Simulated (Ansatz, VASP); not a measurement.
## Ca5GeN2 in VASP and in Ansatz

```
Ca Ge N
1.0
     2.46833   -7.29292    0.00000
     2.46833    7.29292    0.00000
     0.00000    0.00000    4.85852
Ca Ge N
5 1 2
Direct
  0.33018 0.66982 0.00000
  0.66982 0.33018 0.00000
  0.14021 0.85979 0.50000
  0.85979 0.14021 0.50000
  0.00000 0.00000 0.00000
  0.50000 0.50000 0.50000
  0.16505 0.83495 0.00000
  0.83495 0.16505 0.00000
```

Change from the starting cell: built by hand: Ca3GeN/Ca2N shear intergrowth (Cmmm, No. 65).

Alike in both runs: functional PBE; k mesh 3 × 3 × 3; occupations gaussian, width 0.15 eV; no spin polarisation.

Ansatz relaxed the structure, and its values are those at the end. VASP's run is a single point on that final structure, the one shown.

```csv
,VASP,Ansatz
version,VASP 6.6.1,Ansatz 0.2.0
potentials or method,"VASP PAW PBE potentials, release 64 (Ca_sv, Ge_d, N), cutoff 520 eV","scalar-relativistic, plane waves, PAW"
valence electrons in the cell,74,74
```

|  | VASP | Ansatz | Ansatz less VASP |
| --- | --- | --- | --- |
| gap on the k mesh at the Fermi level (eV) | none | none | - |
| pressure (GPa) | 0.4 | 0.2 | -0.22 |
| rms of the force components (eV/Å) | 0.009 | 0.007 | -0.0024 |

A gap of «none» marks a metal or a gap that the smearing closes.

The k mesh is coarse, so the values compare programs but aren't converged.
